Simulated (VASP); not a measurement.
# Ge (Cmmm) in VASP: a series of runs, part 2 of 2

VASP 6.6.1. The steps go on from the part before.

## Step 4: Single point, PBEsol (strain -0.050 along x and y, -0.025 along z)

INCAR reads:

```
  PREC = Accurate
  ENCUT = 520
  EDIFF = 1E-7
  ISMEAR = 0
  SIGMA = 0.15
  LREAL = False
  LASPH = True
  NELM = 100
  ALGO = Normal
  ISIF = 2
  LWAVE = False
  LCHARG = True
  GGA = PS
  LELF = True
  LVHAR = True
  NBANDS = 13
```

KPOINTS reads:

```
Automatic mesh
0
Gamma
  20 20 18
```

POSCAR reads:

```
Ge
1.0
    1.3272915500     -2.4704902000      0.0000000000
    1.3272915500      2.4704902000      0.0000000000
    0.0000000000      0.0000000000      2.6307752250
Ge
1
Direct
    0.5000000000      0.5000000000      0.0000000000
```

Potentials or basis: VASP PAW PBE potentials, release 64 (Ge_d).

Started as:

```
> cat potpaw_PBE.64/Ge_d/POTCAR > POTCAR
> mpirun -np 1 vasp_std > vasp.out
```

OUTCAR:

```text
PREC = Accurate
   ENCUT = 520
   EDIFF = 1E-7
   ISMEAR = 0
   LREAL = False
   LASPH = True
   NELM = 100
   ISIF = 2
   GGA = PS

 ion  position               nearest neighbor table
   1  0.500  0.500  0.000-

  LATTYP: Found a base centered orthorhombic cell.
 ALAT       =     2.6545831000
 B/A-ratio  =     1.8613018368
 C/A-ratio  =     0.9910314072

  Lattice vectors:

 A1 = (   1.3272915500,  -2.4704902000,   0.0000000000)
 A2 = (   1.3272915500,   2.4704902000,   0.0000000000)
 A3 = (   0.0000000000,   0.0000000000,   2.6307752250)

Analysis of symmetry for initial positions (statically):
=====================================================================
 Subroutine PRICEL returns:
 Original cell was already a primitive cell.

 Routine SETGRP: Setting up the symmetry group for a
 base centered orthorhombic supercell.

 Subroutine GETGRP returns: Found  8 space group operations
 (whereof  8 operations were pure point group operations)
 out of a pool of  8 trial point group operations.

The static configuration has the point symmetry D_2h.

Analysis of symmetry for dynamics (positions and initial velocities):
=====================================================================
 Subroutine PRICEL returns:
 Original cell was already a primitive cell.

 Routine SETGRP: Setting up the symmetry group for a
 base centered orthorhombic supercell.

 Subroutine GETGRP returns: Found  8 space group operations
 (whereof  8 operations were pure point group operations)
 out of a pool of  8 trial point group operations.

The dynamic configuration has the point symmetry D_2h.

 Subroutine INISYM returns: Found  8 space group operations
 (whereof  8 operations are pure point group operations),
 and found     1 'primitive' translations

----------------------------------------------------------------------------------------

                                     Primitive cell

  volume of cell :      17.2529

  direct lattice vectors                    reciprocal lattice vectors
     1.327291550 -2.470490200  0.000000000     0.376706986 -0.202388983  0.000000000
     1.327291550  2.470490200  0.000000000     0.376706986  0.202388983  0.000000000
     0.000000000  0.000000000  2.630775225     0.000000000  0.000000000  0.380116093

  length of vectors
     2.804465134  2.804465134  2.630775225     0.427632382  0.427632382  0.380116093

  position of ions in fractional coordinates (direct lattice)
     0.500000000  0.500000000  0.000000000

  ion indices of the primitive-cell ions
   primitive index   ion index
                 1           1

----------------------------------------------------------------------------------------

 KPOINTS: Automatic mesh

Automatic generation of k-mesh.
 Grid dimensions read from file:
 generate k-points for:   20   20   18

 Generating k-lattice:

  Cartesian coordinates                     Fractional coordinates (reciprocal lattice)
     0.018835349 -0.010119449  0.000000000     0.050000000 -0.000000000  0.000000000
     0.018835349  0.010119449  0.000000000    -0.000000000  0.050000000  0.000000000
     0.000000000  0.000000000  0.021117561     0.000000000  0.000000000  0.055555556

  Length of vectors
     0.021381619  0.021381619  0.021117561

  Shift w.r.t. Gamma in fractional coordinates (k-lattice)
     0.000000000  0.000000000  0.000000000

 Subroutine IBZKPT returns following result:
 ===========================================

 Found   1110 irreducible k-points:

 Following reciprocal coordinates:
            Coordinates               Weight
  0.000000  0.000000  0.000000      1.000000
  0.050000  0.000000  0.000000      4.000000
  0.100000  0.000000  0.000000      4.000000
  0.150000  0.000000  0.000000      4.000000
  0.200000  0.000000  0.000000      4.000000
  0.250000  0.000000  0.000000      4.000000
[... 16 lines left out ...]
 -0.400000  0.050000  0.000000      4.000000
 -0.350000  0.050000  0.000000      4.000000
 [... further k-points ...]
   k-points           NKPTS =   1110   k-points in BZ     NKDIM =   1110   number of bands    NBANDS=     13
   number of dos      NEDOS =    301   number of ions     NIONS =      1
   total plane-waves  NPLWV =  11520
   dimension x,y,z NGX =    24 NGY =   24 NGZ =   20
   dimension x,y,z NGXF=    48 NGYF=   48 NGZF=   40
   ions per type =               1
   NGX,Y,Z   is equivalent  to a cutoff of  14.23, 14.23, 12.64 a.u.
   NGXF,Y,Z  is equivalent  to a cutoff of  28.45, 28.45, 25.28 a.u.
 SYSTEM =  unknown system
   PREC   = accura    normal or accurate (medium, high low for compatibility)
   ISTART =      0    job   : 0-new  1-cont  2-samecut
   ICHARG =      2    charge: 1-file 2-atom 10-const
   ISPIN  =      1    spin polarized calculation?
   LNONCOLLINEAR =      F non collinear calculations
   LSORBIT =      F    spin-orbit coupling
   LASPH  =      T    aspherical Exc in radial PAW
   ENCUT  =  520.0 eV  38.22 Ry    6.18 a.u.   5.21  5.21  4.89*2*pi/ulx,y,z
   NELM   =    100;   NELMIN=  2; NELMDL= -5     # of ELM steps
   EDIFF  = 0.1E-06   stopping-criterion for ELM
   LREAL  =      F    real-space projection
   EDIFFG = 0.1E-05   stopping-criterion for IOM
   NSW    =      0    number of steps for IOM
   IBRION =     -1    ionic relax: 0-MD 1-quasi-New 2-CG
   NFREE  =      0    steps in history (QN), initial steepest desc. (CG)
   ISIF   =      2    stress and relaxation
   ISYM   =      2    0-nonsym 1-usesym 2-fastsym
   POTIM  = 0.5000    time-step for ionic-motion
   TEBEG  =    0.0;   TEEND  =   0.0 temperature during run
   PSTRESS=    0.0 pullay stress
   NELECT =      14.0000    total number of electrons
   NUPDOWN=      -1.0000    fix difference up-down
   EMIN   =  10.00;   EMAX   =-10.00  energy-range for DOS
   EFERMI =   0.00;   METHOD = LEGACY
   ISMEAR =     0;   SIGMA  =   0.15  broadening in eV -4-tet -1-fermi 0-gaus
   EFERMI_NEDOS =   21; number of points for ismear=-14 and -15
   IALGO  =     38    algorithm
   IMIX   =      4    mixing-type and parameters
     AMIX     =   0.40;   BMIX     =  1.00
     AMIX_MAG =   1.60;   BMIX_MAG =  1.00
  volume/ion in A,a.u.               =      17.25       116.43
  Fermi-wavevector in a.u.,A,eV,Ry     =   1.526967  2.885550 31.723746  2.331630
  Thomas-Fermi vector in A             =   2.634928
   LORBIT       =      0    0 simple, 1 ext, 2 COOP (PROOUT), +10 PAW based schemes
   GGA     = PS    functional components
   LHFCALC =     F    Hartree Fock is set to
   AEXX    =    0.0000 exact exchange contribution
   IVDW    =     0    specifies the selected vdW correction
   LEPSILON=     F    determine dielectric tensor
   LRPA    =     F    only Hartree local field effects (RPA)
 non-spin polarized calculation
 Gauss-broadening in eV      SIGMA  =   0.15
  energy-cutoff  :      520.00
  volume of cell :       17.25
 maximum number of plane-waves:       474
 NGX is ok and might be reduce to    24
   NGX = 11   NGY = 11   NGZ =  9

 number of electron      14.0000013 magnetization

 Free energy of the ion-electron system (eV)
  ---------------------------------------------------
  ext. energy  EPLUGINS =         0.00000000
  ---------------------------------------------------
  free energy    TOTEN  =        -4.72175030 eV

  energy without entropy =       -4.71738879  energy(sigma->0) =       -4.71956954

 E-fermi :   7.5244     XC(G=0): -11.8360

 val. band max:        7.5186566653   @ k =  -0.1000   0.0500   0.2222
 cond. band min:       7.5299983562   @ k =  -0.3500   0.1000   0.0556
 fundamental gap:      0.0113416909
 Fermi energy:         7.5244043245

 k-point     1 :       0.0000    0.0000    0.0000
  band No.  band energies     occupation
      1     -17.2829      2.00000
      2     -17.2010      2.00000
      3     -17.1240      2.00000
      4     -16.9845      2.00000
      5     -16.9639      2.00000
      6      -6.4911      2.00000
      7      14.1306      0.00000
      8      15.9892      0.00000
      9      17.7472      0.00000
     10      17.7864      0.00000
     11      21.1173      0.00000
     12      23.7816      0.00000
     13      23.8300      0.00000
[... 353 lines left out ...]
 k-point    24 :      -0.3500    0.0500    0.0000
  band No.  band energies     occupation
      1     -17.2377      2.00000
      2     -17.1498      2.00000
      3     -17.0382      2.00000
      4     -17.0299      2.00000
      5     -16.9957      2.00000
      6      -3.5947      2.00000
      7       6.4017      2.00000
      8      11.3750      0.00000
      9      16.8731      0.00000
     10      17.4844      0.00000
     11      21.1979      0.00000
     12      28.3986      0.00000
     13      29.4269      0.00000

 [... further k-points ...]
[... 5 lines left out ...]
  --------------------------------------------------------------------------------------
  -------------------------------------------------------------------------------------
  Total        1.0964881      0.6814031      0.2150130     -0.0000000      0.0000000      0.0000000
  in kB      101.8242709     63.2778199     19.9669661     -0.0000000      0.0000000      0.0000000
  external PRESSURE =      61.6896856 kB  Pullay stress =       0.0000000 kB

 VOLUME and BASIS-vectors are now :
 -----------------------------------------------------------------------------
  energy-cutoff  :      520.00
  volume of cell :       17.25
      direct lattice vectors                 reciprocal lattice vectors
     1.327291550 -2.470490200  0.000000000     0.376706986 -0.202388983  0.000000000
     1.327291550  2.470490200  0.000000000     0.376706986  0.202388983  0.000000000
     0.000000000  0.000000000  2.630775225     0.000000000  0.000000000  0.380116093

 POSITION                                       TOTAL-FORCE (eV/Angst)
 -----------------------------------------------------------------------------------
      1.32729      0.00000      0.00000        -0.000000     -0.000000      0.000000
 -----------------------------------------------------------------------------------
    total drift:                               -0.000000     -0.000000     -0.000000

  FREE ENERGIE OF THE ION-ELECTRON SYSTEM (eV)
  ---------------------------------------------------
  free  energy   TOTEN  =        -4.7217503004 eV

  energy  without entropy=       -4.7173887854  energy(sigma->0) =       -4.71956954
```

OSZICAR:

```text
N       E                     dE             d eps       ncg     rms          rms(c)
DAV:   1     0.597664197068E+02    0.59766E+02   -0.70260E+03 31445   0.304E+03
DAV:   2     0.642181115327E-01   -0.59702E+02   -0.56880E+02 30745   0.398E+02
DAV:   3    -0.468995973288E+01   -0.47542E+01   -0.47305E+01 33019   0.674E+01
DAV:   4    -0.474817031844E+01   -0.58211E-01   -0.58203E-01 32965   0.802E+00
DAV:   5    -0.474870181294E+01   -0.53149E-03   -0.53149E-03 33774   0.838E-01    0.167E+00
DAV:   6    -0.472977071820E+01    0.18931E-01   -0.13045E-02 35965   0.274E+00    0.911E-01
DAV:   7    -0.472206008335E+01    0.77106E-02   -0.75570E-03 36161   0.175E+00    0.960E-02
DAV:   8    -0.472174952840E+01    0.31055E-03   -0.81931E-04 34905   0.706E-01    0.356E-02
DAV:   9    -0.472175051332E+01   -0.98492E-06   -0.13986E-05 38061   0.572E-02    0.796E-03
DAV:  10    -0.472175036957E+01    0.14375E-06   -0.38286E-07 34620   0.974E-03    0.117E-03
DAV:  11    -0.472175030045E+01    0.69124E-07   -0.33015E-08 21190   0.322E-03
   1 F= -.47217503E+01 E0= -.47195695E+01  d E =-.436152E-02
```

Wall time 95 s (1 thread of Intel Xeon 6975P-C, shared host); peak memory 0.33 GiB.

Results:

```yaml
Free_energy: -4.7218 eV
Pressure: 6.2 GPa
Band_gap_on_the_k_mesh: zero (band 7 reaches 14.41 eV, above the bottom of band 8 at 4.16 eV)
```

Stress tensor (GPa, compression positive):
```
10.18  0.00  0.00
 0.00  6.33  0.00
 0.00  0.00  2.00
```

Levels at points of the mesh, in eV from the Fermi level:
```
           k point  band 5  band 6  band 7  band 8  band 9  band 10
(0.00, 0.00, 0.00)  -24.49  -14.02    6.61    8.46   10.22    10.26
(0.50, 0.00, 0.00)  -24.50   -7.88   -6.12    4.02    8.08    11.41
(0.50, 0.50, 0.00)  -24.50   -8.89   -6.39    6.06    9.96    10.60
(0.00, 0.00, 0.50)  -24.57   -9.91   -6.60   11.64   13.46    17.29
(0.50, 0.00, 0.50)  -24.40   -3.27   -2.87   -1.73    3.33     7.15
(0.50, 0.50, 0.50)  -24.42   -4.41   -3.08   -2.48    2.89     9.23
```

Caveat: the cell differs from its parent crystal (strain -0.050 along x and y, -0.025 along z); the PAW data sets were made with another functional, which shifts forces and pressure a little.

## Step 5: Single point, PBEsol (strain -0.050 along x and y, +0.000 along z)

INCAR reads:

```
SYSTEM = Ge
ALGO = Normal
EDIFF = 1E-7
ENCUT = 520
GGA = PS
ISIF = 2
ISMEAR = 0
LASPH = .True.
LCHARG = .True.
LELF = .True.
LREAL = .False.
LVHAR = .True.
LWAVE = .False.
NBANDS = 13
NELM = 100
PREC = Accurate
SIGMA = 0.15
```

KPOINTS reads:

```
k-points
0
Gamma
  20 20 18
  0 0 0
```

POSCAR, as its differences from that of step 4:

```diff
@@ -4,3 +4,3 @@
     1.3272915500      2.4704902000      0.0000000000
-    0.0000000000      0.0000000000      2.6307752250
+    0.0000000000      0.0000000000      2.6982310000
 Ge
```

Started as:

```
> cat potpaw_PBE.64/Ge_d/POTCAR > POTCAR
> mpirun -np 1 vasp_std > vasp.out
```

It took 96 s on 1 thread of Intel Xeon 6975P-C, shared host; peak memory 0.33 GiB.

The run converged. Its results:

- Free energy: -4.7203 eV
- Pressure: 4.0 GPa
- Band gap on the k mesh: zero (band 7 reaches 13.54 eV, above the bottom of band 8 at 4.03 eV)

Stress tensor (GPa, compression positive):
```
 9.40  0.00  0.00
 0.00  5.54  0.00
 0.00  0.00 -2.98
```

Levels at points of the mesh, in eV from the Fermi level:
```csv
k point,band 5,band 6,band 7,band 8,band 9,band 10
"(0.00, 0.00, 0.00)",-24.46,-13.78,5.83,8.69,9.63,10.50
"(0.50, 0.00, 0.00)",-24.46,-7.62,-5.92,4.24,8.28,10.63
"(0.50, 0.50, 0.00)",-24.47,-8.63,-6.19,6.28,9.82,10.14
"(0.00, 0.00, 0.50)",-24.52,-10.08,-6.40,11.51,13.34,17.15
"(0.50, 0.00, 0.50)",-24.38,-3.47,-2.99,-1.46,3.41,7.04
"(0.50, 0.50, 0.50)",-24.41,-4.60,-3.20,-2.22,2.95,9.11
```

Caveat: the cell differs from its parent crystal (strain -0.050 along x and y, +0.000 along z); the PAW data sets were made with another functional, which shifts forces and pressure a little.

## Step 6: Overview

| cell | gap on the mesh (eV) | pressure (GPa) |
| --- | --- | --- |
| a = 2.952, b = 2.952, c = 2.766 Å, angles 90.0, 90.0, 123.5°, 1 atom | none | -5.5 |
| a = 2.804, b = 2.804, c = 2.563 Å, angles 90.0, 90.0, 123.5°, 1 atom | none | 8.7 |
| a = 2.804, b = 2.804, c = 2.631 Å, angles 90.0, 90.0, 123.5°, 1 atom | none | 6.2 |
| a = 2.804, b = 2.804, c = 2.698 Å, angles 90.0, 90.0, 123.5°, 1 atom | none | 4.0 |

Alike in all rows: task single point; level PBEsol; potentials or basis VASP PAW PBE potentials, release 64 (Ge_d); no spin polarisation; k mesh 20 × 20 × 18; cutoff (eV) 520; smearing gaussian 0.15 eV.

Caveats: the PAW data sets were made with another functional, which shifts forces and pressure a little.

Total energies depend on the potentials used, so only differences within one code and one set of settings carry meaning.
